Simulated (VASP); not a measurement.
Wanted: the native input for a VASP 6.6.1 run.

```yaml
Task: single point
Functional: PBEsol
Potentials_or_basis: VASP PAW PBE potentials, release 64 (Na_pv)
Cutoff: 520 eV
k_mesh: 13 × 13 × 13
Occupations: fermi-dirac, width 0.05 eV
Spin: no spin polarisation
Dipole_correction: no
Further_INCAR_settings: ALGO = Normal; EDIFF = 1e-06; NBANDS = 10
```

The structure of Na lies in POSCAR:

```
Na
1.0
   -1.9353493305      1.9353493305      1.9353493305
    1.9353493305     -1.9353493305      1.9353493305
    1.9353493305      1.9353493305     -1.9353493305
Na
1
Direct
    0.0000000000      0.0000000000      0.0000000000
```

One way to write it, as run:

INCAR

```
SYSTEM = Na
PREC = Accurate
ENCUT = 520
EDIFF = 1E-6
ISMEAR = -1
SIGMA = 0.05
LREAL = .FALSE.
LASPH = .TRUE.
NELM = 100
ALGO = Normal
ISIF = 2
LWAVE = .FALSE.
LCHARG = .FALSE.
GGA = PS
NBANDS = 10
```

KPOINTS

```
regular mesh
0
G
  13 13 13
  0 0 0
```

Potentials or basis: VASP PAW PBE potentials, release 64 (Na_pv).

The run is started by

```bash
$ cat potpaw_PBE.64/Na_pv/POTCAR > POTCAR
$ mpirun -np 1 vasp_std > vasp.out
```

Results of the run:

```yaml
Pressure: 2.6 GPa
Band_gap_on_the_k_mesh: zero (an odd number of electrons rules out a gap without spin polarisation)
```

Caveat: the PAW data sets were made with another functional, which shifts forces and pressure a little.

Run time: 34 s on 1 thread of AMD EPYC 7R13, with other jobs on the host, peak memory 0.13 GiB.
